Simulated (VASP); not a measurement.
Here is a VASP 6.6.1 calculation.

The input POSCAR:

```
Ru
1.0
    2.6965980795      0.0000000000      0.0000000000
   -1.3482990398      2.3353224407      0.0000000000
    0.0000000000      0.0000000000      4.2605295569
Ru
2
Direct
    0.6666666667      0.3333333333      0.7500000000
    0.3333333333      0.6666666667      0.2500000000
```

The input INCAR.step1:

```
SYSTEM = Ru
PREC = Accurate
ENCUT = 520
ISMEAR = -1
SIGMA = 0.05
LREAL = .False.
LASPH = .True.
NELM = 60
NBANDS = 21
GGA = PE
ALGO = Normal
EDIFF = 1E-4
LWAVE = .True.
LCHARG = .False.
```

Contents of INCAR.step2:

```
SYSTEM = Ru
PREC = Accurate
ENCUT = 520
EDIFF = 1E-7
ISMEAR = -1
SIGMA = 0.05
LREAL = .False.
LASPH = .True.
NELM = 60
ALGO = Normal
ISIF = 2
LWAVE = .False.
LCHARG = .False.
METAGGA = R2SCAN
LMIXTAU = .True.
NBANDS = 21
ISTART = 1
```

KPOINTS

```
Automatic mesh
0
Gamma
  11 11 6
  0 0 0
```

Potentials or basis: VASP PAW PBE potentials, release 64 (Ru_pv).

The run is started by

```sh
$ cat potpaw_PBE.64/Ru_pv/POTCAR > POTCAR
$ cp INCAR.step1 INCAR
$ mpirun -np 1 vasp_std > vasp.out
$ cp INCAR.step2 INCAR
$ mpirun -np 1 vasp_std > vasp.out
```

Problem. Predict the band gap on the k mesh.

Solution. Zero (bands 14 and 15 overlap by 3.27 eV).

Problem. What does it give for the pressure?

Solution. 3.6 GPa.

Stress tensor (GPa, compression positive):
```
3.53 0.00 0.00
0.00 3.53 0.00
0.00 0.00 3.70
```

Caveat: the cell stands under pressure; an empty level that is flat over the whole mesh can mark a ghost state of the potentials, or a narrow d or f band; the PAW data sets were made with another functional, which shifts forces and pressure a little.
